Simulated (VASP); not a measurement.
# AlCu3 (Fm-3m) in VASP: further runs, part 2 of 2

VASP 6.6.1. The steps go on from the part before.

**3. Vibrations by perturbation theory, PBEsol (12.23 Å³/atom)**

This run uses another cell than the first one, of 12.23 Å³/atom.

INCAR

```
  PREC = Accurate
  ENCUT = 520
  EDIFF = 1E-8
  ISMEAR = -1
  SIGMA = 0.15
  LREAL = False
  LASPH = True
  NELM = 80
  ALGO = Normal
  ISIF = 2
  LWAVE = False
  LCHARG = False
  GGA = PS
  NBANDS = 26
  IBRION = 8
  NSW = 1
```

KPOINTS

```
Automatic mesh
0
Gamma
  12 12 12
```

POSCAR

```
AlCu3
1.0
    0.0000000000      2.9031623849      2.9031623849
    2.9031623849      0.0000000000      2.9031623849
    2.9031623849      2.9031623849      0.0000000000
Al Cu
1 3
Direct
    0.0000000000      0.0000000000      0.0000000000
    0.5000000000      0.5000000000      0.5000000000
    0.2500000000      0.2500000000      0.2500000000
    0.7500000000      0.7500000000      0.7500000000
```

Potentials or basis: VASP PAW PBE potentials, release 64 (Al, Cu).

On the command line:

```console
$ cat potpaw_PBE.64/Al/POTCAR potpaw_PBE.64/Cu/POTCAR > POTCAR
$ mpirun -np 1 vasp_std > vasp.out
```

OUTCAR:

```text
PREC = Accurate
   ENCUT = 520
   EDIFF = 1E-8
   ISMEAR = -1
   LREAL = False
   LASPH = True
   NELM = 80
   ISIF = 2
   GGA = PS
   IBRION = 8
   NSW = 1

 ion  position               nearest neighbor table
   1  0.000  0.000  0.000-   4 2.51   4 2.51   4 2.51   3 2.51   4 2.51   3 2.51   3 2.51   3 2.51
                             2 2.90   2 2.90   2 2.90   2 2.90   2 2.90   2 2.90
   2  0.500  0.500  0.500-   3 2.51   3 2.51   3 2.51   3 2.51   4 2.51   4 2.51   4 2.51   4 2.51
                             1 2.90   1 2.90   1 2.90   1 2.90   1 2.90   1 2.90
   3  0.250  0.250  0.250-   1 2.51   1 2.51   1 2.51   1 2.51   2 2.51   2 2.51   2 2.51   2 2.51

   4  0.750  0.750  0.750-   2 2.51   2 2.51   2 2.51   1 2.51   2 2.51   1 2.51   1 2.51   1 2.51

  LATTYP: Found a face centered cubic cell.
 ALAT       =     5.8063247698

  Lattice vectors:

 A1 = (   0.0000000000,   2.9031623849,   2.9031623849)
[... 953 lines left out ...]
  2X     0.512869    0.000000    0.000000   -5.729453    0.000000    0.000000    2.608292    0.000000    0.000000    2.608292    0.000000    0.000000
  2Y     0.000000    0.512869    0.000000    0.000000   -5.729453    0.000000    0.000000    2.608292    0.000000    0.000000    2.608292    0.000000
  2Z     0.000000    0.000000    0.512869    0.000000    0.000000   -5.729453    0.000000    0.000000    2.608292    0.000000    0.000000    2.608292
  3X     3.118409    0.000000    0.000000    2.608481    0.000000    0.000000   -5.657354    0.000000    0.000000   -0.069536    0.000000    0.000000
  3Y     0.000000    3.118409    0.000000    0.000000    2.608481    0.000000    0.000000   -5.657354    0.000000    0.000000   -0.069536   -0.000000
  3Z     0.000000    0.000000    3.118409    0.000000    0.000000    2.608481    0.000000    0.000000   -5.657354    0.000000   -0.000000   -0.069536
  4X     3.118409    0.000000    0.000000    2.608481    0.000000    0.000000   -0.069536    0.000000    0.000000   -5.657354    0.000000    0.000000
  4Y     0.000000    3.118409    0.000000    0.000000    2.608481    0.000000    0.000000   -0.069536   -0.000000    0.000000   -5.657354    0.000000
  4Z     0.000000    0.000000    3.118409    0.000000    0.000000    2.608481    0.000000   -0.000000   -0.069536    0.000000    0.000000   -5.657354

 Eigenvectors and eigenvalues of the dynamical matrix
 ----------------------------------------------------

   1 f  =    8.640964 THz    54.292777 2PiTHz  288.231530 cm-1    35.736139 meV
             X         Y         Z           dx          dy          dz
      0.000000  0.000000  0.000000    -0.000000   -0.000000   -0.885916
      2.903162  2.903162  2.903162     0.000000   -0.000000   -0.072020
      1.451581  1.451581  1.451581     0.000000    0.000000    0.324011
      4.354744  4.354744  4.354744     0.000000   -0.000000    0.324011
[... 71 lines left out ...]
  12 f/i=    0.006780 THz     0.042601 2PiTHz    0.226164 cm-1     0.028041 meV
             X         Y         Z           dx          dy          dz
      0.000000  0.000000  0.000000    -0.267642    0.219831   -0.058915
      2.903162  2.903162  2.903162    -0.412007    0.338407   -0.090694
      1.451581  1.451581  1.451581    -0.411685    0.338143   -0.090623
      4.354744  4.354744  4.354744    -0.411685    0.338143   -0.090623

--------------------------------------------------------------------------------------------------------

 ELASTIC MODULI CONTR FROM IONIC RELAXATION (kBar)
 Direction    XX          YY          ZZ          XY          YZ          ZX
 --------------------------------------------------------------------------------
 XX           0.0000      0.0000      0.0000      0.0000      0.0000      0.0000
 YY           0.0000      0.0000      0.0000      0.0000      0.0000      0.0000
 ZZ           0.0000      0.0000      0.0000      0.0000      0.0000      0.0000
 XY           0.0000      0.0000      0.0000     -0.0010      0.0000     -0.0000
 YZ           0.0000      0.0000      0.0000      0.0000     -0.0010     -0.0000
 ZX           0.0000      0.0000      0.0000     -0.0000     -0.0000     -0.0010
 --------------------------------------------------------------------------------
```

OSZICAR:

```text
N       E                     dE             d eps       ncg     rms          rms(c)
DAV:   1     0.251193052385E+03    0.25119E+03   -0.15626E+04  3872   0.217E+03
DAV:   2    -0.311260318215E+01   -0.25431E+03   -0.24306E+03  3744   0.353E+02
DAV:   3    -0.218778057358E+02   -0.18765E+02   -0.17819E+02  4292   0.136E+02
DAV:   4    -0.222996938686E+02   -0.42189E+00   -0.42054E+00  5552   0.232E+01
[... 63 lines left out ...]
RMM:   9    -0.242679232176E+00    0.83168E-05   -0.13078E-08 24015   0.775E-04    0.954E-05
RMM:  10    -0.242678983499E+00    0.24868E-06    0.16506E-09 21617   0.322E-04    0.646E-05
RMM:  11    -0.242678791762E+00    0.19174E-06   -0.20535E-09 23554   0.169E-04    0.337E-05
RMM:  12    -0.242678391597E+00    0.40017E-06   -0.18635E-09 25942   0.765E-05    0.537E-06
RMM:  13    -0.242678386689E+00    0.49080E-08   -0.22687E-09 25648   0.468E-05    0.546E-06
 Linear response finished
```

It took 13 min on 1 thread of Intel Xeon Platinum 8488C (Sapphire Rapids), shared host; peak memory 0.77 GiB.

What came out:

- Highest phonon frequency at Γ: 288 cm⁻¹

Phonon frequencies in cm⁻¹ (negative: imaginary):
```tsv
q point	frequencies
(0.000, 0.000, 0.000)	0 0 0 155 155 155 185 185 185 288 288 288
```

Caveat: the cell stands under pressure or tension, which shifts response properties; the PAW data sets were made with another functional, which shifts forces and pressure a little.

**4. Vibrations by perturbation theory, PBEsol**

This run uses another cell than the first one, of 11.99 Å³/atom.

Changes to INCAR since step 3:

```diff
@@ -7,4 +7,4 @@
   LASPH = True
-  NELM = 80
-  ALGO = Normal
+  NELM = 100
+  ALGO = Fast
   ISIF = 2
```

KPOINTS is that of step 3.

POSCAR

```
AlCu3
1.0
    0.0000000000      2.8840416250      2.8840416250
    2.8840416250      0.0000000000      2.8840416250
    2.8840416250      2.8840416250      0.0000000000
Al Cu
1 3
Direct
    0.0000000000      0.0000000000      0.0000000000
    0.5000000000      0.5000000000      0.5000000000
    0.2500000000      0.2500000000      0.2500000000
    0.7500000000      0.7500000000      0.7500000000
```

Potentials or basis: VASP PAW PBE potentials, release 64 (Al, Cu).

On the command line:

```console
$ cat potpaw_PBE.64/Al/POTCAR potpaw_PBE.64/Cu/POTCAR > POTCAR
$ mpirun -np 1 vasp_std > vasp.out
```

OUTCAR:

```text
PREC = Accurate
   ENCUT = 520
   EDIFF = 1E-8
   ISMEAR = -1
   LREAL = False
   LASPH = True
   NELM = 100
   ISIF = 2
   GGA = PS
   IBRION = 8
   NSW = 1

 ion  position               nearest neighbor table
   1  0.000  0.000  0.000-   4 2.50   4 2.50   4 2.50   3 2.50   4 2.50   3 2.50   3 2.50   3 2.50
                             2 2.88   2 2.88   2 2.88   2 2.88   2 2.88   2 2.88
   2  0.500  0.500  0.500-   3 2.50   3 2.50   3 2.50   3 2.50   4 2.50   4 2.50   4 2.50   4 2.50
                             1 2.88   1 2.88   1 2.88   1 2.88   1 2.88   1 2.88
   3  0.250  0.250  0.250-   1 2.50   1 2.50   1 2.50   1 2.50   2 2.50   2 2.50   2 2.50   2 2.50

   4  0.750  0.750  0.750-   2 2.50   2 2.50   2 2.50   1 2.50   2 2.50   1 2.50   1 2.50   1 2.50

  LATTYP: Found a face centered cubic cell.
 ALAT       =     5.7680832500

  Lattice vectors:

 A1 = (   0.0000000000,   2.8840416250,   2.8840416250)
[... 954 lines left out ...]
  2X     0.583394    0.000000    0.000000   -6.272832    0.000000    0.000000    2.844719    0.000000    0.000000    2.844719    0.000000    0.000000
  2Y     0.000000    0.583394    0.000000    0.000000   -6.272832    0.000000    0.000000    2.844719    0.000000    0.000000    2.844719    0.000000
  2Z     0.000000    0.000000    0.583394    0.000000    0.000000   -6.272832    0.000000    0.000000    2.844719    0.000000    0.000000    2.844719
  3X     3.333237    0.000000    0.000000    2.844948    0.000000    0.000000   -6.157869    0.000000    0.000000   -0.020316    0.000000    0.000000
  3Y     0.000000    3.333237    0.000000    0.000000    2.844948   -0.000000    0.000000   -6.157869    0.000000    0.000000   -0.020316   -0.000000
  3Z     0.000000    0.000000    3.333237    0.000000   -0.000000    2.844948    0.000000    0.000000   -6.157869    0.000000   -0.000000   -0.020316
  4X     3.333237    0.000000    0.000000    2.844948    0.000000    0.000000   -0.020316    0.000000    0.000000   -6.157869    0.000000    0.000000
  4Y     0.000000    3.333237    0.000000    0.000000    2.844948   -0.000000    0.000000   -0.020316   -0.000000    0.000000   -6.157869    0.000000
  4Z     0.000000    0.000000    3.333237    0.000000   -0.000000    2.844948    0.000000   -0.000000   -0.020316    0.000000    0.000000   -6.157869

 Eigenvectors and eigenvalues of the dynamical matrix
 ----------------------------------------------------

   1 f  =    8.965123 THz    56.329530 2PiTHz  299.044321 cm-1    37.076754 meV
             X         Y         Z           dx          dy          dz
      0.000000  0.000000  0.000000     0.042167    0.885912   -0.000000
      2.884042  2.884042  2.884042     0.003340    0.070170   -0.000000
      1.442021  1.442021  1.442021    -0.015349   -0.322472    0.000000
      4.326062  4.326062  4.326062    -0.015349   -0.322472    0.000000
[... 71 lines left out ...]
  12 f/i=    0.013705 THz     0.086110 2PiTHz    0.457143 cm-1     0.056678 meV
             X         Y         Z           dx          dy          dz
      0.000000  0.000000  0.000000     0.312401    0.121695   -0.102489
      2.884042  2.884042  2.884042     0.482270    0.187867   -0.158217
      1.442021  1.442021  1.442021     0.481594    0.187604   -0.157995
      4.326062  4.326062  4.326062     0.481594    0.187604   -0.157995

--------------------------------------------------------------------------------------------------------

 ELASTIC MODULI CONTR FROM IONIC RELAXATION (kBar)
 Direction    XX          YY          ZZ          XY          YZ          ZX
 --------------------------------------------------------------------------------
 XX          -0.0000      0.0000      0.0000     -0.0000      0.0000     -0.0000
 YY           0.0000     -0.0000      0.0000     -0.0000     -0.0000      0.0000
 ZZ           0.0000      0.0000     -0.0000      0.0000     -0.0000     -0.0000
 XY          -0.0000     -0.0000      0.0000     -0.0205      0.0000      0.0000
 YZ           0.0000     -0.0000     -0.0000      0.0000     -0.0205      0.0000
 ZX          -0.0000      0.0000     -0.0000      0.0000      0.0000     -0.0205
 --------------------------------------------------------------------------------
```

OSZICAR:

```text
N       E                     dE             d eps       ncg     rms          rms(c)
DAV:   1     0.248729418891E+03    0.24873E+03   -0.15575E+04  3920   0.217E+03
DAV:   2    -0.332652567765E+01   -0.25206E+03   -0.24086E+03  3748   0.350E+02
DAV:   3    -0.219510749083E+02   -0.18625E+02   -0.17615E+02  4320   0.134E+02
DAV:   4    -0.223659842648E+02   -0.41491E+00   -0.41363E+00  5444   0.231E+01
[... 76 lines left out ...]
RMM:  15    -0.242696055101E+00   -0.22245E-07   -0.10315E-07 26757   0.632E-04    0.113E-06
RMM:  16    -0.242696059107E+00   -0.40064E-08   -0.10323E-07 27211   0.638E-04    0.644E-07
RMM:  17    -0.242696059803E+00   -0.69600E-09   -0.10305E-07 27103   0.637E-04    0.259E-07
RMM:  18    -0.242696057407E+00    0.23963E-08   -0.10282E-07 27945   0.639E-04    0.295E-07
RMM:  19    -0.242696057561E+00   -0.15370E-09   -0.10295E-07 28361   0.639E-04    0.353E-08
 Linear response finished
```

It took 14 min on 1 thread of AMD EPYC 9R45 (Zen 5), shared host; peak memory 0.71 GiB.

Results:

| Quantity | Value |
| --- | --- |
| Highest phonon frequency at Γ | 299 cm⁻¹ |

Phonon frequencies in cm⁻¹ (negative: imaginary):
| q point | frequencies |
| --- | --- |
| (0.000, 0.000, 0.000) | 0 0 0 162 162 162 194 194 194 299 299 299 |

Caveat: the PAW data sets were made with another functional, which shifts forces and pressure a little.
